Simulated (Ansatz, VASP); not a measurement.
**Ti3Se in VASP and in Ansatz**

The input INCAR:

```
SYSTEM = Ti3Se
PREC     = Accurate       ! precision mode
ENCUT    = 520            ! plane-wave cutoff, eV
EDIFF    = 1E-7           ! SCF threshold, eV
ISMEAR   = -1             ! smearing method
SIGMA    = 0.05           ! smearing width, eV
LREAL    = .FALSE.        ! projectors in reciprocal space
LASPH    = .TRUE.         ! aspherical terms in the spheres
NELM     = 150            ! most SCF steps
ALGO     = Normal         ! electronic algorithm
ISIF     = 2              ! what is computed and relaxed
LWAVE    = .FALSE.        ! write WAVECAR
LCHARG   = .TRUE.         ! write CHGCAR
LNONCOLLINEAR= .TRUE.         ! non-collinear magnetism
MAGMOM   = 0 0 0 0 0 0 0 0 0 0 0 0 ! initial moments
LORBIT   = 11             ! projections on sites
LSORBIT  = .TRUE.         ! spin-orbit coupling
GGA_COMPAT= .FALSE.      
LORBMOM  = .TRUE.       
LMAXMIX  = 4              ! l up to which the mixer works
GGA      = PS             ! functional
LVHAR    = .TRUE.       
NBANDS   = 56             ! bands
```

File KPOINTS:

```
Automatic mesh
0
G
  8 8 3
  0 0 0
```

File POSCAR:

```
Ti3Se
1.0
    3.1974455988      0.0000000000      0.0000000000
   -1.5987227994      2.7690691158      0.0000000000
    0.0000000000      0.0000000000      7.9427450000
Se Ti
1 3
Direct
    0.0000000000      0.0000000000      0.0000000000
    0.6666666667      0.3333333333      0.5000000000
    0.3333333333      0.6666666667      0.7729020000
    0.3333333333      0.6666666667      0.2270980000
```

Contents of input.yaml:

```yaml
crystal:
  lattice:
    - [3.1974455988, 0.0, 0.0]
    - [-1.5987227994, 2.7690691158, 0.0]
    - [0.0, 0.0, 7.942745]
  atoms:
    - { symbol: Se, position: [0.0, 0.0, 0.0] }
    - { symbol: Ti, position: [0.6666666667, 0.3333333333, 0.5] }
    - { symbol: Ti, position: [0.3333333333, 0.6666666667, 0.772902] }
    - { symbol: Ti, position: [0.3333333333, 0.6666666667, 0.227098] }
kpoints:
  mp_grid: { grid: [8, 8, 3] }
  band_path:
    path:
      - [0.0, 0.0, 0.0]
      - [0.5, 0.0, 0.0]
      - [0.3333333333, 0.3333333333, 0.0]
      - [0.0, 0.0, 0.0]
      - [0.0, 0.0, 0.5]
      - [0.5, 0.0, 0.5]
      - [0.3333333333, 0.3333333333, 0.5]
      - [0.0, 0.0, 0.5]
    npoints: 8
scf:
  occupations: { method: fermi_dirac, width: 0.05 }
hamiltonian:
  xc: pbesol
  pseudopotentials: { kind: all_electron, lapw: { basis_error: 0.002 } }
magnetization:
  noncollinear: true
  spin_orbit: true
output:
  forces: true
  stress: true
  eigenvalues: true
```

Alike in both runs: functional PBEsol; k mesh 8 × 8 × 3; occupations fermi-dirac, width 0.05 eV; non-collinear spin, spin-orbit coupling.

|  | VASP | Ansatz |
| --- | --- | --- |
| version | VASP 6.6.1 | Ansatz 0.2.0 |
| potentials or method | VASP PAW PBE potentials, release 64 (Se, Ti_sv), cutoff 520 eV | all-electron LAPW, relativistic spinors |
| task | single point | band structure |

Ansatz gave:

- pressure (GPa): -4.4
- traceless stress, the component that is largest in VASP (GPa): -0.06
- rms of the force components (eV/Å): 0.047
- net moment per atom (μB): 0.00

Problem. Which values does VASP return?

Solution. Pressure (GPa): -4.3; traceless stress, the component that is largest in VASP (GPa): -0.06; rms of the force components (eV/Å): 0.036; net moment per atom (μB): 0.00.

VASP's potentials were made for PBE, not for PBEsol. Atom by atom the forces differ by 0.011 eV/Å (rms over components). Ansatz ran all-electron here, and VASP with PAW potentials.

Noted on Ansatz's run: the k mesh is thin for a metal, which can move the energy by tens of meV per atom.
